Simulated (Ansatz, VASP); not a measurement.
# SnO2: VASP beside Ansatz

Contents of INCAR:

```
ALGO = Normal
EDIFF = 1E-8
ENCUT = 520
GGA = PE
ISIF = 2
ISMEAR = -1
LASPH = True
LCHARG = False
LEFG = True
LREAL = False
LWAVE = False
NBANDS = 20
NELM = 60
PREC = Accurate
SIGMA = 0.08
```

Contents of KPOINTS:

```
k-points
0
Gamma
  13 13 7
```

POSCAR

```
SnO2
1.0
    3.2281997375      0.0000000000      0.0000000000
   -1.6140998687      2.7957029812      0.0000000000
    0.0000000000      0.0000000000      5.4923491137
Sn O
1 2
Direct
    0.0000000000      0.0000000000      0.0000000000
    0.3333333333      0.6666666667      0.1841559794
    0.6666666667      0.3333333333      0.8158440206
```

Input for Ansatz:

```yaml
crystal:
  lattice:
    - [3.2281997375, 0.0, 0.0]
    - [-1.6140998687, 2.7957029812, 0.0]
    - [0.0, 0.0, 5.4923491137]
  atoms:
    - { symbol: Sn, position: [0.0, 0.0, 0.0] }
    - { symbol: O, position: [0.3333333333, 0.6666666667, 0.1841559794] }
    - { symbol: O, position: [0.6666666667, 0.3333333333, 0.8158440206] }
kpoints:
  mp_grid: { grid: [13, 13, 7] }
  band_path:
    path:
      - [0.0, 0.0, 0.0]
      - [0.5, 0.0, 0.0]
      - [0.3333333333, 0.3333333333, 0.0]
      - [0.0, 0.0, 0.0]
      - [0.0, 0.0, 0.5]
      - [0.5, 0.0, 0.5]
      - [0.3333333333, 0.3333333333, 0.5]
      - [0.0, 0.0, 0.5]
      - [0.5, 0.0, 0.5]
    npoints: 14
scf:
  occupations: { method: fermi_dirac, width: 0.08 }
hamiltonian:
  xc: pbe
  pseudopotentials: { kind: paw }
output:
  forces: true
  stress: true
  eigenvalues: true
  efg: { contact_densities: true }
  populations: true
  bader: true
  dos: { projected: true, de: 0.2, e_range: [-14, 8] }
  write_density: true
  write_potential: true
  elf: true
  volumetric_format: npy
```

Alike in both runs: task electric field gradients; functional PBE; k mesh 13 × 13 × 7; occupations fermi-dirac, width 0.08 eV; no spin polarisation.

```csv
,VASP,Ansatz
version,VASP 6.6.1,Ansatz 0.2.0
potentials or method,"VASP PAW PBE potentials, release 64 (Sn_d, O)","PAW with Ansatz's default frozen-core files, scalar-relativistic"
plane-wave cutoff (eV),520,420
valence electrons in the cell,26,26
```

```tsv
	VASP	Ansatz	Ansatz less VASP
pressure (GPa)	0.5	0.0	-0.48
traceless stress, the component that is largest in VASP (GPa)	-0.29	0.03	+0.315
rms of the force components (eV/Å)	0.024	0.000	-0.0236
size of Vzz on the site where it differs most (V/Å²)	124.4	126.2	+1.73
```

Atom by atom the forces differ by 0.024 eV/Å (rms over components).
